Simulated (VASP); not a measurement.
# SiC (P6_3mc) in VASP: a series of runs

Runs on SiC. Level: LDA. Tasks: relaxation of the atoms.

Program: VASP 6.6.1. These are calculated values, not measurements. Logs are shortened: lines on timing, memory, paths and dates and some standing lists are left out, and cuts for length are marked.

**1. The cell of the first run**

The structure is hexagonal, space group P6_3mc (No. 186). The conventional cell has a = 3.041 Å, b = 3.041 Å, c = 4.991 Å, α = 90.00°, β = 90.00°, γ = 120.00°. Si (site symmetry 3m) has 4 C at 1.86 to 1.88 Å within 2.5 Å. Within 2.5 Å of C (site symmetry 3m) lie 4 Si at 1.86 to 1.88 Å.

**2. Relaxation of the atoms, LDA**

Input file INCAR:

```
SYSTEM = SiC
ALGO = Normal
EDIFF = 1E-7
EDIFFG = -0.002
ENCUT = 520
IBRION = 2
ISIF = 2
ISMEAR = 0
LASPH = .TRUE.
LCHARG = .FALSE.
LREAL = .FALSE.
LWAVE = .FALSE.
NELM = 60
NSW = 50
PREC = Accurate
SIGMA = 0.01
```

Input file KPOINTS:

```
k-points
0
G
  8 8 4
  0 0 0
```

Input file POSCAR:

```
SiC
1.0
    3.0410799538      0.0000000000      0.0000000000
   -1.5205399769      2.6336524949      0.0000000000
    0.0000000000      0.0000000000      4.9908338809
Si C
2 2
Direct
    0.3333333333      0.6666666667      0.0045956371
    0.6666666667      0.3333333333      0.5045956371
    0.3333333333      0.6666666667      0.3804043629
    0.6666666667      0.3333333333      0.8804043629
```

Potentials or basis: VASP PAW LDA potentials, release 64 (Si, C).

Command:

```console
$ cat potpaw_LDA.64/Si/POTCAR potpaw_LDA.64/C/POTCAR > POTCAR
$ mpirun -np 1 vasp_std > vasp.out
```

OUTCAR:

```text
SYSTEM = SiC
   EDIFF = 1E-7
   EDIFFG = -0.002
   ENCUT = 520
   IBRION = 2
   ISIF = 2
   ISMEAR = 0
   LASPH = .TRUE.
   LREAL = .FALSE.
   NELM = 60
   NSW = 50
   PREC = Accurate

 ion  position               nearest neighbor table
   1  0.333  0.667  0.005-   4 1.86   4 1.86   4 1.86   3 1.88   2 3.05   2 3.05   2 3.05   2 3.05
                             2 3.05   2 3.05
   2  0.667  0.333  0.505-   3 1.86   3 1.86   3 1.86   4 1.88   1 3.05   1 3.05   1 3.05   1 3.05
                             1 3.05   1 3.05
   3  0.333  0.667  0.380-   2 1.86   2 1.86   2 1.86   1 1.88
   4  0.667  0.333  0.880-   1 1.86   1 1.86   1 1.86   2 1.88

  LATTYP: Found a hexagonal cell.
 ALAT       =     3.0410799538
 C/A-ratio  =     1.6411386602

  Lattice vectors:

 A1 = (   3.0410799538,   0.0000000000,   0.0000000000)
 A2 = (  -1.5205399769,   2.6336524949,   0.0000000000)
 A3 = (   0.0000000000,   0.0000000000,   4.9908338809)

Analysis of symmetry for initial positions (statically):
=====================================================================
 Subroutine PRICEL returns:
 Original cell was already a primitive cell.

 Routine SETGRP: Setting up the symmetry group for a
 hexagonal supercell.

 Subroutine GETGRP returns: Found 12 space group operations
 (whereof  6 operations were pure point group operations)
 out of a pool of 24 trial point group operations.

The static configuration has the point symmetry C_3v.
 The point group associated with its full space group is C_6v.

Analysis of symmetry for dynamics (positions and initial velocities):
=====================================================================
 Subroutine PRICEL returns:
 Original cell was already a primitive cell.

 Routine SETGRP: Setting up the symmetry group for a
 hexagonal supercell.

 Subroutine GETGRP returns: Found 12 space group operations
 (whereof  6 operations were pure point group operations)
 out of a pool of 24 trial point group operations.

The dynamic configuration has the point symmetry C_3v.
 The point group associated with its full space group is C_6v.

 Subroutine INISYM returns: Found 12 space group operations
 (whereof  6 operations are pure point group operations),
 and found     1 'primitive' translations

----------------------------------------------------------------------------------------

                                     Primitive cell

  volume of cell :      39.9723

  direct lattice vectors                    reciprocal lattice vectors
     3.041079954  0.000000000  0.000000000     0.328830552  0.189850408  0.000000000
    -1.520539977  2.633652495  0.000000000     0.000000000  0.379700815  0.000000000
[... 107 lines left out ...]
   IMIX   =      4    mixing-type and parameters
     AMIX     =   0.40;   BMIX     =  1.00
     AMIX_MAG =   1.60;   BMIX_MAG =  1.00
  volume/ion in A,a.u.               =       9.99        67.44
  Fermi-wavevector in a.u.,A,eV,Ry     =   1.206503  2.279960 19.805309  1.455649
  Thomas-Fermi vector in A             =   2.342168
   LORBIT       =      0    0 simple, 1 ext, 2 COOP (PROOUT), +10 PAW based schemes
   GGA     = CA    functional components
   LHFCALC =     F    Hartree Fock is set to
   AEXX    =    0.0000 exact exchange contribution
   IVDW    =     0    specifies the selected vdW correction
   LEPSILON=     F    determine dielectric tensor
   LRPA    =     F    only Hartree local field effects (RPA)
 conjugate gradient relaxation of ions
 non-spin polarized calculation
 Gauss-broadening in eV      SIGMA  =   0.01
  energy-cutoff  :      520.00
  volume of cell :       39.97
 maximum number of plane-waves:      1099
 NGX is ok and might be reduce to    24
   NGX = 11   NGY = 11   NGZ = 19

 number of electron      15.9999998 magnetization

 Free energy of the ion-electron system (eV)
  ---------------------------------------------------
  ext. energy  EPLUGINS =         0.00000000
  ---------------------------------------------------
  free energy    TOTEN  =       -33.26671625 eV

  energy without entropy =      -33.26671625  energy(sigma->0) =      -33.26671625

 E-fermi :   8.7105     XC(G=0): -11.6971

 val. band max:        8.6109853139   @ k =   0.0000   0.0000   0.0000
 cond. band min:      10.9666593830   @ k =   0.3750   0.2500   0.0000
 fundamental gap:      2.3556740691
 Fermi energy:         8.7105274597

 k-point     1 :       0.0000    0.0000    0.0000
  band No.  band energies     occupation
      1      -7.1436      2.00000
      2      -3.3962      2.00000
      3      -0.3050      2.00000
      4       7.2790      2.00000
      5       7.2790      2.00000
      6       8.4955      2.00000
      7       8.6110      2.00000
      8       8.6110      2.00000
      9      13.6644      0.00000
     10      15.1870      0.00000
     11      15.3680      0.00000
     12      15.3680      0.00000
[... 331 lines left out ...]
 k-point    24 :       0.3750    0.0000    0.5000
  band No.  band energies     occupation
      1      -3.6468      2.00000
      2      -3.6468      2.00000
      3       1.4547      2.00000
      4       1.4547      2.00000
      5       5.9502      2.00000
      6       5.9502      2.00000
      7       6.3158      2.00000
      8       6.3158      2.00000
      9      12.2020      0.00000
     10      12.2020      0.00000
     11      14.6188      0.00000
     12      14.6188      0.00000

 [... further k-points ...]

------------------------ aborting loop because EDIFF is reached ----------------------------------------

  FORCE on cell =-STRESS in cart. coord.  units (eV):
  Direction    XX          YY          ZZ          XY          YZ          ZX
  --------------------------------------------------------------------------------------
  -------------------------------------------------------------------------------------
  Total        1.0045872      1.0045872      0.9806600      0.0000000      0.0000000      0.0000000
  in kB       40.2660286     40.2660286     39.3069732      0.0000000      0.0000000      0.0000000
  external PRESSURE =      39.9463435 kB  Pullay stress =       0.0000000 kB

 VOLUME and BASIS-vectors are now :
 -----------------------------------------------------------------------------
  energy-cutoff  :      520.00
  volume of cell :       39.97
      direct lattice vectors                 reciprocal lattice vectors
     3.041079954  0.000000000  0.000000000     0.328830552  0.189850408  0.000000000
    -1.520539977  2.633652495  0.000000000     0.000000000  0.379700815  0.000000000
     0.000000000  0.000000000  4.990833881     0.000000000  0.000000000  0.200367318

 POSITION                                       TOTAL-FORCE (eV/Angst)
 -----------------------------------------------------------------------------------
     -0.00000      1.75577      0.02294        -0.000000      0.000000      0.000886
      1.52054      0.87788      2.51835         0.000000     -0.000000      0.000886
     -0.00000      1.75577      1.89853        -0.000000     -0.000000     -0.000886
      1.52054      0.87788      4.39395         0.000000     -0.000000     -0.000886
 -----------------------------------------------------------------------------------
    total drift:                               -0.000000      0.000000     -0.000226

  FREE ENERGIE OF THE ION-ELECTRON SYSTEM (eV)
  ---------------------------------------------------
  free  energy   TOTEN  =       -33.2667162530 eV

  energy  without entropy=      -33.2667162530  energy(sigma->0) =      -33.26671625

 reached required accuracy - stopping structural energy minimisation
```

OSZICAR:

```text
N       E                     dE             d eps       ncg     rms          rms(c)
DAV:   1     0.330063278099E+02    0.33006E+02   -0.75258E+03   720   0.121E+03
DAV:   2    -0.347125304522E+02   -0.67719E+02   -0.62650E+02  1060   0.193E+02
DAV:   3    -0.375377601819E+02   -0.28252E+01   -0.28125E+01   948   0.391E+01
DAV:   4    -0.375694570096E+02   -0.31697E-01   -0.31673E-01   876   0.494E+00
DAV:   5    -0.375700241266E+02   -0.56712E-03   -0.56702E-03   932   0.613E-01    0.134E+01
DAV:   6    -0.334614728370E+02    0.41086E+01   -0.12059E+01   868   0.222E+01    0.615E+00
DAV:   7    -0.333087802578E+02    0.15269E+00   -0.10517E+00   908   0.688E+00    0.250E+00
DAV:   8    -0.332706427624E+02    0.38137E-01   -0.61247E-02   840   0.177E+00    0.653E-01
DAV:   9    -0.332666764272E+02    0.39663E-02   -0.72553E-03   872   0.644E-01    0.129E-01
DAV:  10    -0.332667170585E+02   -0.40631E-04   -0.46203E-04   848   0.164E-01    0.623E-02
DAV:  11    -0.332667176388E+02   -0.58029E-06   -0.16363E-05   900   0.372E-02    0.181E-02
DAV:  12    -0.332667163097E+02    0.13291E-05   -0.26656E-06   868   0.109E-02    0.472E-03
DAV:  13    -0.332667162530E+02    0.56688E-07   -0.66724E-07   868   0.504E-03
   1 F= -.33266716E+02 E0= -.33266716E+02  d E =-.332667E+02
```

CONTCAR:

```text
SiC
   1.00000000000000
     3.0410799538000002    0.0000000000000000    0.0000000000000000
    -1.5205399769000001    2.6336524949000002    0.0000000000000000
     0.0000000000000000    0.0000000000000000    4.9908338809000004
  Si              C
     2     2
Direct
     0.3333333332999970    0.6666666667000030    0.0045956371000031
     0.6666666667000030    0.3333333332999970    0.5045956371000031
     0.3333333332999970    0.6666666667000030    0.3804043629000020
     0.6666666667000030    0.3333333332999970    0.8804043629000020

  0.00000000E+00  0.00000000E+00  0.00000000E+00
  0.00000000E+00  0.00000000E+00  0.00000000E+00
  0.00000000E+00  0.00000000E+00  0.00000000E+00
  0.00000000E+00  0.00000000E+00  0.00000000E+00
```

It took 16 s on 1 thread of Intel Xeon 8259CL, shared host; peak memory 0.14 GiB.

What came out:

* Free energy: -33.2667 eV
* Pressure after relaxing: 4.0 GPa
* Band gap on the k mesh: 2.36 eV (least direct gap 3.94 eV)

Final structure:
```yaml
crystal:
  lattice:
    - [3.04108, 0.00000, 0.00000]
    - [-1.52054, 2.63365, 0.00000]
    - [0.00000, 0.00000, 4.99083]
  atoms:
    - { symbol: Si, position: [0.33333, 0.66667, 0.00460] }
    - { symbol: Si, position: [0.66667, 0.33333, 0.50460] }
    - { symbol: C, position: [0.33333, 0.66667, 0.38040] }
    - { symbol: C, position: [0.66667, 0.33333, 0.88040] }
```

Caveat: the relaxation stopped at its first step, so nothing moved. As with any semilocal functional, this LDA gap is likely too small.

(Continued in part 2 of 2.)
